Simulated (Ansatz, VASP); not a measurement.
## One calculation of Tc, two programs

```
CELL_PARAMETERS angstrom
2.74000 0.00000 0.00000
-1.37000 2.37291 0.00000
0.00000 0.00000 4.39800
ATOMIC_POSITIONS crystal
Tc 0.66667 0.33333 0.75000
Tc 0.33333 0.66667 0.25000
```

Alike in both runs: functional LDA; k mesh 6 × 6 × 4; occupations fermi-dirac, width 0.05 eV; no spin polarisation.

|  | VASP | Ansatz |
| --- | --- | --- |
| version | VASP 6.6.1 | Ansatz 0.2.0 |
| potentials or method | VASP PAW LDA potentials, release 64 (Tc_pv) | Ansatz PAW earlier set |
| plane-wave cutoff (eV) | 520 | 500 |
| valence electrons in the cell | 26 | 30 |
| task | single point | band structure |

```csv
,VASP,Ansatz,Ansatz less VASP
gap on the k mesh at the Fermi level (eV),none,none,-
pressure (GPa),-11.1,-11.2,-0.05
"traceless stress, the component that is largest in VASP (GPa)",-1.31,-1.23,+0.077
```

LDA's correlation is that of Perdew and Zunger in VASP and of Perdew and Wang (1992) in Ansatz. A gap of «none» marks a metal or a gap that the smearing closes. VASP's potentials hold 26 valence electrons a cell and Ansatz's 30, so a difference there can come from the potentials and not from the codes.

The k mesh is coarse, so the values compare programs but aren't converged.
